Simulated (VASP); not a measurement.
Here is a VASP 6.6.1 calculation.

INCAR

```
PREC = Accurate
ENCUT = 500
EDIFF = 1E-6
ISMEAR = 0
SIGMA = 0.1
LREAL = F
LASPH = T
NELM = 120
ALGO = Normal
ISIF = 2
LWAVE = F
LCHARG = F
GGA = PE
NBANDS = 24
GGA_COMPAT = F
```

KPOINTS

```
regular mesh
0
Gamma
  10 10 10
```

File POSCAR:

```
ZnB6
1.0
    4.1885454775      0.0000000000      0.0000000000
    0.0000000000      4.1885454775      0.0000000000
    0.0000000000      0.0000000000      4.2285687476
Zn B
1 6
Direct
    0.5000000000      0.5000000000      0.6545673998
    0.7058581929      0.0000000000      0.5558898248
    0.2941418071      0.0000000000      0.5558898248
    0.0000000000      0.7058581929      0.5558898248
    0.0000000000      0.2941418071      0.5558898248
    0.0000000000      0.0000000000      0.8633588857
    0.0000000000      0.0000000000      0.2584696587
```

Potentials or basis: VASP PAW PBE potentials, release 64 (Zn, B).

Launch:

```console
$ cat potpaw_PBE.64/Zn/POTCAR potpaw_PBE.64/B/POTCAR > POTCAR
$ mpirun -np 1 vasp_std > vasp.out
```

Q: What does it give for the largest force?

A: 0.019 eV/Å.

Q: Estimate the pressure.

A: 0.2 GPa.

Q: Estimate the band gap on the k mesh.

A: Zero (bands 15 and 16 overlap by 0.24 eV).

Stress tensor (GPa, compression positive):
```
0.23 0.00 0.00
0.00 0.23 0.00
0.00 0.00 0.02
```
